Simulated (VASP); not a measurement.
MnSi (CsCl type), 2 atoms in the cell. Symmetry: Pm-3m, No. 221, cubic system. The conventional cell has a = 2.486 Å, b = 2.486 Å, c = 2.486 Å, α = 90.00°, β = 90.00°, γ = 90.00°. Within 2.8 Å of Mn (site symmetry m-3m) lie 8 Si at 2.15 Å and 6 Mn at 2.49 Å. Within 2.8 Å of Si (site symmetry m-3m) lie 8 Mn at 2.15 Å and 6 Si at 2.49 Å. 

```yaml
Program: VASP 6.6.1
Task: single point
Functional: LDA
Potentials_or_basis: VASP PAW LDA potentials, release 64 (Mn_pv, Si)
Cutoff: 520 eV
k_mesh: 16 × 16 × 16
Occupations: fermi-dirac, width 0.1 eV
Spin: collinear spin, ferromagnetic start
Starting_moments: "[3.0, 0.0] μB"
Dipole_correction: no
Further_INCAR_settings: ALGO = Normal; EDIFF = 1e-06; NBANDS = 20
```

Potentials or basis: VASP PAW LDA potentials, release 64 (Mn_pv, Si).

Launch:

```bash
$ cat potpaw_LDA.64/Mn_pv/POTCAR potpaw_LDA.64/Si/POTCAR > POTCAR
$ mpirun -np 1 vasp_std > vasp.out
```

Hardware: 1 thread of Intel(R) Xeon(R) 6975P-C (Granite Rapids) (shared host).

Q: Estimate the wall time of this run.

A: Wall time 28 s on 1 thread of Intel(R) Xeon(R) 6975P-C (Granite Rapids), with other jobs on the host, peak memory 0.18 GiB. Counts: scf iterations 14, k points 165.
